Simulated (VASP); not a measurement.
# Si2W (I4/mmm) in VASP: single point with LDA

Aim: the single point of Si2W with LDA.

Program: VASP 6.6.1. These are calculated values, not measurements. Logs are shortened: lines on timing, memory, paths and dates and some standing lists are left out, and cuts for length are marked.

## 1. The cell of the first run

Symmetry: I4/mmm, No. 139, tetragonal system. The conventional cell has a = 3.186 Å, b = 3.186 Å, c = 7.771 Å, α = 90.00°, β = 90.00°, γ = 90.00°. Within 3.4 Å of Si (site symmetry 4mm) lie 9 Si at 2.57 to 3.19 Å and 5 W at 2.59 to 2.60 Å. W (site symmetry 4/mmm) has 10 Si at 2.59 to 2.60 Å and 4 W at 3.19 Å within 3.4 Å.

## 2. Single point, LDA

Contents of INCAR:

```
SYSTEM = Si2W
  ALGO = Normal
  EDIFF = 1E-6
  ENCUT = 520
  ISIF = 2
  ISMEAR = 1
  LASPH = .True.
  LCHARG = .False.
  LREAL = .False.
  LWAVE = .False.
  NBANDS = 18
  NELM = 100
  PREC = Accurate
  SIGMA = 0.1
```

Contents of KPOINTS:

```
k-points
0
Gamma
  20 20 20
  0 0 0
```

Contents of POSCAR:

```
Si2W
1.0
   -1.5928318034      1.5928318034      3.8856234416
    1.5928318034     -1.5928318034      3.8856234416
    1.5928318034      1.5928318034     -3.8856234416
Si W
2 1
Direct
    0.3347561840      0.3347561840      0.0000000000
    0.6652438160      0.6652438160      0.0000000000
    0.0000000000      0.0000000000      0.0000000000
```

Potentials or basis: VASP PAW LDA potentials, release 64 (Si, W_sv).

On the command line:

```console
> cat potpaw_LDA.64/Si/POTCAR potpaw_LDA.64/W_sv/POTCAR > POTCAR
> mpirun -np 1 vasp_std > vasp.out
```

OUTCAR:

```text
SYSTEM = Si2W
   EDIFF = 1E-6
   ENCUT = 520
   ISIF = 2
   ISMEAR = 1
   LASPH = .True.
   LREAL = .False.
   NELM = 100
   PREC = Accurate

 ion  position               nearest neighbor table
   1  0.335  0.335  0.000-   2 2.57   3 2.59   3 2.59   3 2.59   3 2.59   3 2.60   2 2.61   2 2.61
                             2 2.61   2 2.61
   2  0.665  0.665  0.000-   1 2.57   3 2.59   3 2.59   3 2.59   3 2.59   3 2.60   1 2.61   1 2.61
                             1 2.61   1 2.61
   3  0.000  0.000  0.000-   2 2.59   2 2.59   2 2.59   1 2.59   2 2.59   1 2.59   1 2.59   1 2.59
                             1 2.60   2 2.60

  LATTYP: Found a body centered tetragonal cell.
 ALAT       =     3.1856636068
 C/A-ratio  =     2.4394436583

  Lattice vectors:

 A1 = (  -1.5928318034,   1.5928318034,   3.8856234416)
 A2 = (   1.5928318034,  -1.5928318034,   3.8856234416)
 A3 = (   1.5928318034,   1.5928318034,  -3.8856234416)

Analysis of symmetry for initial positions (statically):
=====================================================================
 Subroutine PRICEL returns:
 Original cell was already a primitive cell.

 Routine SETGRP: Setting up the symmetry group for a
 body centered tetragonal supercell.

 Subroutine GETGRP returns: Found 16 space group operations
 (whereof 16 operations were pure point group operations)
 out of a pool of 16 trial point group operations.

The static configuration has the point symmetry D_4h.

Analysis of symmetry for dynamics (positions and initial velocities):
=====================================================================
 Subroutine PRICEL returns:
 Original cell was already a primitive cell.

 Routine SETGRP: Setting up the symmetry group for a
 body centered tetragonal supercell.

 Subroutine GETGRP returns: Found 16 space group operations
 (whereof 16 operations were pure point group operations)
 out of a pool of 16 trial point group operations.

The dynamic configuration has the point symmetry D_4h.

 Subroutine INISYM returns: Found 16 space group operations
 (whereof 16 operations are pure point group operations),
 and found     1 'primitive' translations

----------------------------------------------------------------------------------------

                                     Primitive cell

  volume of cell :      39.4331

  direct lattice vectors                    reciprocal lattice vectors
    -1.592831803  1.592831803  3.885623442     0.000000000  0.313906339  0.128679479
     1.592831803 -1.592831803  3.885623442     0.313906339  0.000000000  0.128679479
     1.592831803  1.592831803 -3.885623442     0.313906339  0.313906339  0.000000000

  length of vectors
     4.491357906  4.491357906  4.491357906     0.339257421  0.339257421  0.443930602

  position of ions in fractional coordinates (direct lattice)
     0.334756184  0.334756184  0.000000000
     0.665243816  0.665243816  0.000000000
     0.000000000  0.000000000  0.000000000

  ion indices of the primitive-cell ions
   primitive index   ion index
                 1           1
                 2           2
                 3           3

----------------------------------------------------------------------------------------

 KPOINTS: k-points

Automatic generation of k-mesh.
 Grid dimensions read from file:
 generate k-points for:   20   20   20

 Generating k-lattice:

  Cartesian coordinates                     Fractional coordinates (reciprocal lattice)
     0.000000000  0.015695317  0.006433974     0.050000000  0.000000000 -0.000000000
     0.015695317  0.000000000  0.006433974     0.000000000  0.050000000 -0.000000000
     0.015695317  0.015695317  0.000000000     0.000000000  0.000000000  0.050000000

  Length of vectors
     0.016962871  0.016962871  0.022196530

  Shift w.r.t. Gamma in fractional coordinates (k-lattice)
     0.000000000  0.000000000  0.000000000

 Subroutine IBZKPT returns following result:
 ===========================================

 Found    641 irreducible k-points:

 Following reciprocal coordinates:
            Coordinates               Weight
  0.000000  0.000000  0.000000      1.000000
  0.050000 -0.000000  0.000000      8.000000
  0.100000 -0.000000  0.000000      8.000000
  0.150000  0.000000 -0.000000      8.000000
  0.200000 -0.000000  0.000000      8.000000
  0.250000 -0.000000  0.000000      8.000000
[... 16 lines left out ...]
 -0.400000  0.050000  0.000000     16.000000
 -0.350000  0.050000  0.000000     16.000000
 [... further k-points ...]
   k-points           NKPTS =    641   k-points in BZ     NKDIM =    641   number of bands    NBANDS=     18
   number of dos      NEDOS =    301   number of ions     NIONS =      3
   total plane-waves  NPLWV =  46656
   dimension x,y,z NGX =    36 NGY =   36 NGZ =   36
   dimension x,y,z NGXF=    72 NGYF=   72 NGZF=   72
   ions per type =               2   1
   NGX,Y,Z   is equivalent  to a cutoff of  13.33, 13.33, 13.33 a.u.
   NGXF,Y,Z  is equivalent  to a cutoff of  26.65, 26.65, 26.65 a.u.
 SYSTEM =  Si2W
   PREC   = accura    normal or accurate (medium, high low for compatibility)
   ISTART =      0    job   : 0-new  1-cont  2-samecut
   ICHARG =      2    charge: 1-file 2-atom 10-const
   ISPIN  =      1    spin polarized calculation?
   LNONCOLLINEAR =      F non collinear calculations
   LSORBIT =      F    spin-orbit coupling
   LASPH  =      T    aspherical Exc in radial PAW
   ENCUT  =  520.0 eV  38.22 Ry    6.18 a.u.   8.35  8.35  8.35*2*pi/ulx,y,z
   NELM   =    100;   NELMIN=  2; NELMDL= -5     # of ELM steps
   EDIFF  = 0.1E-05   stopping-criterion for ELM
   LREAL  =      F    real-space projection
   EDIFFG = 0.1E-04   stopping-criterion for IOM
   NSW    =      0    number of steps for IOM
   IBRION =     -1    ionic relax: 0-MD 1-quasi-New 2-CG
   NFREE  =      0    steps in history (QN), initial steepest desc. (CG)
   ISIF   =      2    stress and relaxation
   ISYM   =      2    0-nonsym 1-usesym 2-fastsym
   POTIM  = 0.5000    time-step for ionic-motion
   TEBEG  =    0.0;   TEEND  =   0.0 temperature during run
   PSTRESS=    0.0 pullay stress
   NELECT =      22.0000    total number of electrons
   NUPDOWN=      -1.0000    fix difference up-down
   EMIN   =  10.00;   EMAX   =-10.00  energy-range for DOS
   EFERMI =   0.00;   METHOD = LEGACY
   ISMEAR =     1;   SIGMA  =   0.10  broadening in eV -4-tet -1-fermi 0-gaus
   EFERMI_NEDOS =   21; number of points for ismear=-14 and -15
   IALGO  =     38    algorithm
   IMIX   =      4    mixing-type and parameters
     AMIX     =   0.40;   BMIX     =  1.00
     AMIX_MAG =   1.60;   BMIX_MAG =  1.00
  volume/ion in A,a.u.               =      13.14        88.70
  Fermi-wavevector in a.u.,A,eV,Ry     =   1.347707  2.546797 24.712461  1.816315
  Thomas-Fermi vector in A             =   2.475436
   LORBIT       =      0    0 simple, 1 ext, 2 COOP (PROOUT), +10 PAW based schemes
   GGA     = CA    functional components
   LHFCALC =     F    Hartree Fock is set to
   AEXX    =    0.0000 exact exchange contribution
   IVDW    =     0    specifies the selected vdW correction
   LEPSILON=     F    determine dielectric tensor
   LRPA    =     F    only Hartree local field effects (RPA)
 non-spin polarized calculation
 Methfessel and Paxton  Order N= 1 SIGMA  =   0.10
  energy-cutoff  :      520.00
  volume of cell :       39.43
 maximum number of plane-waves:      1079
 NGX is ok and might be reduce to    36
   NGX = 17   NGY = 17   NGZ = 17

 number of electron      21.9999999 magnetization

 Free energy of the ion-electron system (eV)
  ---------------------------------------------------
  ext. energy  EPLUGINS =         0.00000000
  ---------------------------------------------------
  free energy    TOTEN  =       -27.35595625 eV

  energy without entropy =      -27.35582678  energy(sigma->0) =      -27.35591310

 E-fermi :  12.2297     XC(G=0): -12.7658

 val. band max:       12.2221547230   @ k =   0.5000   0.5000   0.3000
 cond. band min:      12.2327128475   @ k =  -0.1500  -0.2500   0.1500
 fundamental gap:      0.0105581245
 Fermi energy:        12.2297441749

 k-point     1 :       0.0000    0.0000    0.0000
  band No.  band energies     occupation
      1     -61.0955      2.00000
      2     -25.6467      2.00000
      3     -25.6052      2.00000
      4     -25.6052      2.00000
      5      -1.9499      2.00000
      6       5.2697      2.00000
[... 10 lines left out ...]
     17      18.0851      0.00000
     18      18.0851      0.00000

 k-point     2 :       0.0500   -0.0000    0.0000
  band No.  band energies     occupation
      1     -61.0952      2.00000
      2     -25.6462      2.00000
      3     -25.6114      2.00000
      4     -25.6047      2.00000
      5      -1.9008      2.00000
      6       5.2773      2.00000
[... 10 lines left out ...]
     17      18.0870      0.00000
     18      18.2732      0.00000

 k-point     3 :       0.1000   -0.0000    0.0000
  band No.  band energies     occupation
      1     -61.0946      2.00000
      2     -25.6449      2.00000
      3     -25.6292      2.00000
      4     -25.6030      2.00000
      5      -1.7545      2.00000
      6       5.2934      2.00000
[... 10 lines left out ...]
     17      18.1209      0.00000
     18      18.7388      0.00000

 k-point     4 :       0.1500    0.0000   -0.0000
  band No.  band energies     occupation
      1     -61.0936      2.00000
      2     -25.6569      2.00000
      3     -25.6427      2.00000
      4     -25.6005      2.00000
      5      -1.5138      2.00000
      6       5.2955      2.00000
[... 375 lines left out ...]
      4     -25.5887      2.00000
      5       1.4840      2.00000
      6       3.0128      2.00000
[... 10 lines left out ...]
     17      19.3066      0.00000
     18      19.7585      0.00000

 k-point    23 :      -0.4000    0.0500    0.0000
  band No.  band energies     occupation
      1     -61.0870      2.00000
      2     -25.8273      2.00000
      3     -25.6285      2.00000
      4     -25.5904      2.00000
      5       0.8384      2.00000
      6       3.6607      2.00000
[... 10 lines left out ...]
     17      19.4515      0.00000
     18      20.5565      0.00000

 k-point    24 :      -0.3500    0.0500    0.0000
  band No.  band energies     occupation
      1     -61.0880      2.00000
      2     -25.8005      2.00000
      3     -25.6305      2.00000
      4     -25.5929      2.00000
      5       0.2341      2.00000
      6       4.2760      2.00000
[... 10 lines left out ...]
     17      19.6501      0.00000
     18      20.9412      0.00000

 [... further k-points ...]

------------------------ aborting loop because EDIFF is reached ----------------------------------------

  FORCE on cell =-STRESS in cart. coord.  units (eV):
  Direction    XX          YY          ZZ          XY          YZ          ZX
  --------------------------------------------------------------------------------------
  -------------------------------------------------------------------------------------
  Total        0.1847661      0.1847661      0.1923519      0.0000000      0.0000000      0.0000000
  in kB        7.5071043      7.5071043      7.8153151      0.0000000      0.0000000      0.0000000
  external PRESSURE =       7.6098412 kB  Pullay stress =       0.0000000 kB

 VOLUME and BASIS-vectors are now :
 -----------------------------------------------------------------------------
  energy-cutoff  :      520.00
  volume of cell :       39.43
      direct lattice vectors                 reciprocal lattice vectors
    -1.592831803  1.592831803  3.885623442     0.000000000  0.313906339  0.128679479
     1.592831803 -1.592831803  3.885623442     0.313906339  0.000000000  0.128679479
     1.592831803  1.592831803 -3.885623442     0.313906339  0.313906339  0.000000000

 POSITION                                       TOTAL-FORCE (eV/Angst)
 -----------------------------------------------------------------------------------
      0.00000      0.00000      2.60147         0.000000      0.000000     -0.017718
      0.00000      0.00000      5.16977        -0.000000     -0.000000      0.017718
      0.00000      0.00000      0.00000        -0.000000     -0.000000      0.000000
 -----------------------------------------------------------------------------------
    total drift:                               -0.000000      0.000000      0.000000

  FREE ENERGIE OF THE ION-ELECTRON SYSTEM (eV)
  ---------------------------------------------------
  free  energy   TOTEN  =       -27.3559562544 eV

  energy  without entropy=      -27.3558267769  energy(sigma->0) =      -27.35591310
```

It used 1000 s of CPU time on 1 thread of AMD EPYC 7R13 Processor (Zen 3), with other jobs on the host.

What came out:

| Property | Result |
| --- | --- |
| Free energy | -27.3560 eV |
| Pressure | 0.8 GPa |
| Largest force | 0.018 eV/Å |
| Band gap on the k mesh | zero (band 11 reaches 12.99 eV, above the bottom of band 12 at 11.69 eV) |

Forces in eV/Å, atoms in the order of the input:
```
Si   0.000  0.000 -0.018
Si   0.000  0.000  0.018
W    0.000  0.000  0.000
```

Levels at points of the mesh, in eV from the Fermi level:
| k point | band 8 | band 9 | band 10 | band 11 | band 12 | band 13 | band 14 | band 15 |
| --- | --- | --- | --- | --- | --- | --- | --- | --- |
| (0.00, 0.00, 0.00) | -3.45 | -2.87 | -2.87 | 0.64 | 2.93 | 2.95 | 3.21 | 3.21 |
| (0.50, 0.00, 0.00) | -4.83 | -2.84 | -2.84 | -0.44 | 2.78 | 2.87 | 4.03 | 4.60 |
| (0.50, 0.50, 0.00) | -5.43 | -5.05 | -3.33 | -1.64 | 2.93 | 3.04 | 3.23 | 4.00 |
| (0.50, 0.50, 0.50) | -2.62 | -0.77 | -0.77 | -0.51 | -0.51 | 0.83 | 4.60 | 5.10 |

Caveat: spin-orbit coupling is left out, which moves the levels of the heavy elements.
